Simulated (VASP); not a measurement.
BN: single point with PBE

Crystal: BN.

```
B N
1.0
     0.00000   -1.81239   -1.83650
    -1.83650    0.00000   -1.83650
     1.83650    1.81239   -3.67300
B N
2 2
Direct
  0.99680 0.01426 0.00000
  0.50320 0.48574 0.50000
  0.37173 0.38960 0.87500
  0.87827 0.86040 0.37500
```

```
Program                : VASP 6.6.1
Task                   : single point
Functional             : PBE
Potentials or basis    : VASP PAW PBE potentials, release 64 (B, N)
Cutoff                 : 520 eV
k mesh                 : 6 × 6 × 6
Occupations            : gaussian, width 0.05 eV
Spin                   : no spin polarisation
Dipole correction      : no
Further INCAR settings : ALGO = Normal; EDIFF = 1e-06; NBANDS = 16
```

```
Pressure               : -9.2 GPa
Largest force          : 0.415 eV/Å
Band gap on the k mesh : 4.19 eV
```

Forces in eV/Å, atoms in the order of the input:
```
B    0.238 -0.053  0.189
B   -0.245  0.053 -0.185
N    0.324 -0.069  0.250
N   -0.318  0.069 -0.254
```

Stress tensor (GPa, compression positive):
```
-12.01   0.04  -0.10
  0.04  -3.85  -0.01
 -0.10  -0.01 -11.82
```

Levels at points of the mesh, in eV from the valence-band top:
```csv
k point,band 5,band 6,band 7,band 8,band 9,band 10,band 11,band 12
"(0.00, 0.00, 0.00)",-1.86,-0.15,-0.13,0.00,8.51,8.55,8.59,9.60
"(0.50, 0.00, 0.00)",-5.03,-4.98,-3.71,-3.71,7.16,7.19,12.34,12.52
"(0.00, 0.50, 0.00)",-5.24,-5.02,-3.57,-3.55,7.33,7.45,12.34,13.06
"(0.50, 0.50, 0.50)",-5.22,-5.05,-3.56,-3.55,7.34,7.43,12.41,12.93
"(0.50, 0.50, 0.00)",-4.76,-4.76,-2.06,-1.87,4.40,9.03,9.54,10.34
"(0.00, 0.50, 0.50)",-4.77,-4.76,-2.06,-1.87,4.40,9.00,9.55,10.36
"(0.00, 0.00, 0.50)",-1.28,-1.26,-1.09,-1.07,9.05,9.10,9.93,10.00
"(0.50, 0.00, 0.50)",-4.94,-4.93,-2.08,-1.85,4.19,8.76,9.53,10.35
```

It took 16 s on 1 thread of Intel(R) Xeon(R) 6975P-C (Granite Rapids), on a shared host, peak memory 0.16 GiB.

Caveat: the k points lie up to 0.48 Å⁻¹ apart. A k mesh can miss the band edges.
